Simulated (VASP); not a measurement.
Here is a VASP 6.6.1 calculation.

The input INCAR:

```
PREC = Accurate
ENCUT = 520
EDIFF = 1E-7
ISMEAR = 0
SIGMA = 0.15
LREAL = False
LASPH = True
NELM = 60
ALGO = Fast
ISIF = 2
LWAVE = False
LCHARG = False
GGA = PS
NBANDS = 14
```

The input KPOINTS:

```
Automatic mesh
0
Gamma
  24 24 24
```

File POSCAR:

```
Rh
1.0
    0.0000000000      2.0657426451      1.6112792631
    2.0657426451      0.0000000000      1.6112792631
    2.0657426451      2.0657426451      0.0000000000
Rh
1
Direct
    0.0000000000      0.0000000000      0.0000000000
```

Potentials or basis: VASP PAW PBE potentials, release 64 (Rh_pv).

Command:

```bash
$ cat potpaw_PBE.64/Rh_pv/POTCAR > POTCAR
$ mpirun -np 1 vasp_std > vasp.out
```

(1) Estimate the pressure.

(2) Estimate the band gap on the k mesh.

Results:

(1) 1.0 GPa.

(2) zero (an odd number of electrons rules out a gap without spin polarisation).

Caveat: the stress differs along the axes, from -8 to 18 GPa; the PAW data sets were made with another functional, which shifts forces and pressure a little.
